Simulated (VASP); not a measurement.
# BaTiO3 (Cmm2) in VASP: a series of runs, part 2 of 2

VASP 6.6.1. The steps go on from the part before.

## 3. Single point, r2SCAN

The input, POSCAR:

```
BaTiO3
1.0
    3.9998000000      0.0133326667      0.0000000000
    0.0133326667      3.9998000000      0.0000000000
    0.0000000000      0.0000000000      4.0180000000
Ba Ti O
1 1 3
Direct
    0.0000000000      0.0000000000      0.0000000000
    0.5000000000      0.5000000000      0.4900000000
    0.5000000000      0.5000000000      0.0190000000
    0.5000000000      0.0000000000      0.5170000000
    0.0000000000      0.5000000000      0.5170000000
```

The input, INCAR.step1:

```
PREC     = Accurate       # precision mode
ENCUT    = 520            # plane-wave cutoff, eV
ISMEAR   = 0              # smearing method
SIGMA    = 0.01           # smearing width, eV
LREAL    = F              # projectors in reciprocal space
LASPH    = T              # aspherical terms in the spheres
NELM     = 60             # most SCF steps
NBANDS   = 28             # bands
GGA      = PE             # functional
ALGO     = Normal         # electronic algorithm
EDIFF    = 1E-4           # SCF threshold, eV
LWAVE    = T              # write WAVECAR
LCHARG   = F              # write CHGCAR
```

The input, INCAR.step2:

```
PREC     = Accurate       # precision mode
ENCUT    = 520            # plane-wave cutoff, eV
EDIFF    = 1E-7           # SCF threshold, eV
ISMEAR   = 0              # smearing method
SIGMA    = 0.01           # smearing width, eV
LREAL    = F              # projectors in reciprocal space
LASPH    = T              # aspherical terms in the spheres
NELM     = 60             # most SCF steps
ALGO     = Normal         # electronic algorithm
ISIF     = 2              # what is computed and relaxed
LWAVE    = F              # write WAVECAR
LCHARG   = F              # write CHGCAR
METAGGA  = R2SCAN         # meta-GGA
LMIXTAU  = T            
NBANDS   = 28             # bands
ISTART   = 1
```

The input, KPOINTS:

```
Automatic mesh
0
Gamma
  4 4 4
```

Potentials or basis: VASP PAW PBE potentials, release 64 (Ba_sv, Ti_sv, O).

The run is started by

```
$ cat potpaw_PBE.64/Ba_sv/POTCAR potpaw_PBE.64/Ti_sv/POTCAR potpaw_PBE.64/O/POTCAR > POTCAR
$ cp INCAR.step1 INCAR
$ mpirun -np 1 vasp_std > vasp.out
$ cp INCAR.step2 INCAR
$ mpirun -np 1 vasp_std > vasp.out
```

OUTCAR:

```text
PREC = Accurate
   ENCUT = 520
   EDIFF = 1E-7
   ISMEAR = 0
   LREAL = F
   LASPH = T
   NELM = 60
   ISIF = 2
   METAGGA = R2SCAN
   ISTART = 1

 ion  position               nearest neighbor table
   1  0.000  0.000  0.000-   4 2.79   5 2.79   5 2.79   4 2.79   3 2.82   3 2.82   3 2.84   3 2.84
                             4 2.88   5 2.88   5 2.88   4 2.88   2 3.44   2 3.44   2 3.45   2 3.45
   2  0.500  0.500  0.490-   3 1.89   4 2.00   5 2.00   4 2.00   5 2.00   3 2.13   1 3.44   1 3.44
                             1 3.45   1 3.45   1 3.48   1 3.48   1 3.50   1 3.50
   3  0.500  0.500  0.019-   2 1.89   2 2.13   1 2.82   1 2.82   1 2.84   1 2.84
   4  0.500  0.000  0.517-   2 2.00   2 2.00   1 2.79   1 2.79   1 2.88   1 2.88
   5  0.000  0.500  0.517-   2 2.00   2 2.00   1 2.79   1 2.79   1 2.88   1 2.88

  LATTYP: Found a base centered orthorhombic cell.
 ALAT       =     5.6377161687
 B/A-ratio  =     1.0066889632
 C/A-ratio  =     0.7126999444

  Lattice vectors:

 A1 = (  -0.0133326667,  -3.9998000000,   0.0000000000)
 A2 = (   3.9998000000,   0.0133326667,   0.0000000000)
 A3 = (   0.0000000000,   0.0000000000,   4.0180000000)

[... 176 lines left out ...]

 E-fermi :   3.6769     XC(G=0): -11.9004

 val. band max:        3.5492250918   @ k =   0.5000   0.5000   0.5000
 cond. band min:       5.7021253951   @ k =   0.0000   0.0000   0.0000
 fundamental gap:      2.1529003033
 Fermi energy:         3.6769045492

 k-point     1 :       0.0000    0.0000    0.0000
  band No.  band energies     occupation
      1     -55.3065      2.00000
      2     -30.4945      2.00000
      3     -30.4661      2.00000
      4     -30.4600      2.00000
      5     -21.9726      2.00000
      6     -14.3436      2.00000
[... 640 lines left out ...]
     27      11.5857      0.00000
     28      11.8103      0.00000

------------------------ aborting loop because EDIFF is reached ----------------------------------------

  FORCE on cell =-STRESS in cart. coord.  units (eV):
  Direction    XX          YY          ZZ          XY          YZ          ZX
  --------------------------------------------------------------------------------------
  -------------------------------------------------------------------------------------
  Total        0.3508751      0.3508751      0.7533547     -0.3602117      0.0000000      0.0000000
  in kB        8.7454373      8.7454373     18.7770952     -8.9781471      0.0000000      0.0000000
  external PRESSURE =      12.0893232 kB  Pullay stress =       0.0000000 kB

 VOLUME and BASIS-vectors are now :
 -----------------------------------------------------------------------------
  energy-cutoff  :      520.00
  volume of cell :       64.28
      direct lattice vectors                 reciprocal lattice vectors
     3.999800000  0.013332667  0.000000000     0.250015279 -0.000833384  0.000000000
     0.013332667  3.999800000  0.000000000    -0.000833384  0.250015279  0.000000000
     0.000000000  0.000000000  4.018000000     0.000000000  0.000000000  0.248880040

 POSITION                                       TOTAL-FORCE (eV/Angst)
 -----------------------------------------------------------------------------------
      0.00000      0.00000      0.00000        -0.000000      0.000000      0.084077
      2.00657      2.00657      1.96882        -0.000000      0.000000     -0.155864
      2.00657      2.00657      0.07634        -0.000000      0.000000      0.329517
      1.99990      0.00667      2.07731         0.000000      0.000000     -0.128865
      0.00667      1.99990      2.07731        -0.000000      0.000000     -0.128865
 -----------------------------------------------------------------------------------
    total drift:                                0.000000      0.000000     -0.002932

  FREE ENERGIE OF THE ION-ELECTRON SYSTEM (eV)
  ---------------------------------------------------
  free  energy   TOTEN  =       -74.2334640275 eV

  energy  without entropy=      -74.2334640275  energy(sigma->0) =      -74.23346403
```

Run time: 4.3 min. Hardware: 1 thread of Intel Xeon Platinum 8488C (Sapphire Rapids), shared host; peak memory 0.19 GiB.

What came out:

| Item | Value |
| --- | --- |
| Free energy | -74.2335 eV |
| Pressure | 1.2 GPa |
| Largest force | 0.330 eV/Å |
| Band gap on the k mesh | 2.15 eV, indirect (least direct gap 2.43 eV) |

Forces on the atoms (eV/Å):
```
Ba   0.000  0.000  0.084
Ti   0.000  0.000 -0.156
O    0.000  0.000  0.330
O    0.000  0.000 -0.129
O    0.000  0.000 -0.129
```

Stress tensor (GPa, compression positive):
```
 0.87 -0.90  0.00
-0.90  0.87  0.00
 0.00  0.00  1.88
```

Levels at points of the mesh, in eV from the valence-band top:
| k point | band 16 | band 17 | band 18 | band 19 | band 20 | band 21 | band 22 | band 23 | band 24 | band 25 |
| --- | --- | --- | --- | --- | --- | --- | --- | --- | --- | --- |
| (0.00, 0.00, 0.00) | -1.25 | -1.17 | -0.32 | -0.32 | -0.27 | 2.15 | 2.35 | 2.37 | 4.23 | 4.33 |
| (0.50, 0.00, 0.00) | -1.95 | -1.83 | -1.73 | -0.97 | -0.88 | 2.49 | 3.84 | 3.88 | 4.29 | 6.23 |
| (0.50, 0.50, 0.00) | -2.71 | -1.83 | -1.00 | -0.98 | -0.09 | 3.88 | 3.90 | 4.31 | 5.02 | 8.04 |
| (0.00, 0.00, 0.50) | -1.96 | -1.95 | -1.93 | -0.77 | -0.71 | 2.30 | 3.90 | 3.91 | 4.23 | 6.37 |
| (0.50, 0.00, 0.50) | -2.67 | -1.78 | -0.92 | -0.91 | -0.17 | 3.87 | 3.92 | 4.29 | 5.13 | 8.02 |
| (0.50, 0.50, 0.50) | -2.45 | -2.44 | -0.09 | -0.08 | 0.00 | 4.52 | 4.53 | 4.54 | 7.18 | 7.35 |

Caveat: the PAW data sets were made with another functional, which shifts forces and pressure a little; spin-orbit coupling is left out, which moves the levels of the heavy elements. A k mesh can miss the band edges.

## 4. Single point, r2SCAN

POSCAR: that of step 3 with these lines changed.

```diff
@@ -2,4 +2,4 @@
 1.0
-    3.9998000000      0.0133326667      0.0000000000
-    0.0133326667      3.9998000000      0.0000000000
+    3.9998000000      0.0399980000      0.0000000000
+    0.0399980000      3.9998000000      0.0000000000
     0.0000000000      0.0000000000      4.0180000000
```

The input, INCAR.step1:

```
SYSTEM = BaTiO3
ALGO     = Normal         ! electronic algorithm
EDIFF    = 1E-4           ! SCF threshold, eV
ENCUT    = 520            ! plane-wave cutoff, eV
GGA      = PE             ! functional
ISMEAR   = 0              ! smearing method
LASPH    = .True.         ! aspherical terms in the spheres
LCHARG   = .False.        ! write CHGCAR
LREAL    = .False.        ! projectors in reciprocal space
LWAVE    = .True.         ! write WAVECAR
NBANDS   = 28             ! bands
NELM     = 80             ! most SCF steps
PREC     = Accurate       ! precision mode
SIGMA    = 0.01           ! smearing width, eV
```

The input, INCAR.step2:

```
SYSTEM = BaTiO3
ALGO     = Normal         ! electronic algorithm
EDIFF    = 1E-6           ! SCF threshold, eV
ENCUT    = 520            ! plane-wave cutoff, eV
ISIF     = 2              ! what is computed and relaxed
ISMEAR   = 0              ! smearing method
ISTART   = 1            
LASPH    = .True.         ! aspherical terms in the spheres
LCHARG   = .False.        ! write CHGCAR
LMIXTAU  = .True.       
LREAL    = .False.        ! projectors in reciprocal space
LWAVE    = .False.        ! write WAVECAR
METAGGA  = R2SCAN         ! meta-GGA
NBANDS   = 28             ! bands
NELM     = 80             ! most SCF steps
PREC     = Accurate       ! precision mode
SIGMA    = 0.01           ! smearing width, eV
```

The input, KPOINTS:

```
k-points
0
Gamma
  4 4 4
  0 0 0
```

The run is started by

```
$ cat potpaw_PBE.64/Ba_sv/POTCAR potpaw_PBE.64/Ti_sv/POTCAR potpaw_PBE.64/O/POTCAR > POTCAR
$ cp INCAR.step1 INCAR
$ mpirun -np 1 vasp_std > vasp.out
$ cp INCAR.step2 INCAR
$ mpirun -np 1 vasp_std > vasp.out
```

It took 2.9 min on 1 thread of Intel Xeon Platinum 8488C (Sapphire Rapids), shared host; peak memory 0.19 GiB.

The run converged. Its results:

```yaml
Free_energy: -74.2238 eV
Pressure: 1.2 GPa
Largest_force: 0.330 eV/Å
Band_gap_on_the_k_mesh: 2.14 eV, indirect (least direct gap 2.37 eV)
```

Forces on the atoms (eV/Å):
```
Ba   0.000  0.000  0.083
Ti   0.000  0.000 -0.155
O    0.000  0.000  0.330
O    0.000  0.000 -0.129
O    0.000  0.000 -0.129
```

Stress tensor (GPa, compression positive):
```
 0.91 -2.70  0.00
-2.70  0.91  0.00
 0.00  0.00  1.88
```

Levels at points of the mesh, in eV from the valence-band top:
| k point | band 18 | band 19 | band 20 | band 21 | band 22 | band 23 |
| --- | --- | --- | --- | --- | --- | --- |
| (0.00, 0.00, 0.00) | -0.37 | -0.33 | -0.23 | 2.14 | 2.32 | 2.38 |
| (0.50, 0.00, 0.00) | -1.74 | -0.98 | -0.89 | 2.48 | 3.84 | 3.87 |
| (0.50, 0.50, 0.00) | -1.03 | -0.96 | -0.09 | 3.86 | 3.90 | 4.30 |
| (0.00, 0.00, 0.50) | -1.90 | -0.84 | -0.65 | 2.30 | 3.88 | 3.92 |
| (0.50, 0.00, 0.50) | -0.93 | -0.91 | -0.18 | 3.86 | 3.91 | 4.29 |
| (0.50, 0.50, 0.50) | -0.11 | -0.08 | 0.00 | 4.50 | 4.53 | 4.55 |

Caveat: the PAW data sets were made with another functional, which shifts forces and pressure a little; spin-orbit coupling is left out, which moves the levels of the heavy elements.

## 5. Summary

```csv
cell,gap on the mesh (eV),pressure (GPa),largest force (eV/Å)
"a = 4.000, b = 4.000, c = 4.018 Å, angles 90.0, 90.0, 90.4°, 5 atoms",2.15,1.2,0.33
"a = 4.000, b = 4.000, c = 4.018 Å, angles 90.0, 90.0, 89.6°, 5 atoms",2.15,1.2,0.33
"a = 4.000, b = 4.000, c = 4.018 Å, angles 90.0, 90.0, 88.9°, 5 atoms",2.14,1.2,0.33
```

Alike in all rows: task single point; level r2SCAN; potentials or basis VASP PAW PBE potentials, release 64 (Ba_sv, Ti_sv, O); no spin polarisation; k mesh 4 × 4 × 4; cutoff (eV) 520; smearing gaussian 0.01 eV.

Caveats: the PAW data sets were made with another functional, which shifts forces and pressure a little; spin-orbit coupling is left out, which moves the levels of the heavy elements.

Absolute energies hang on the potentials; compare differences alone.
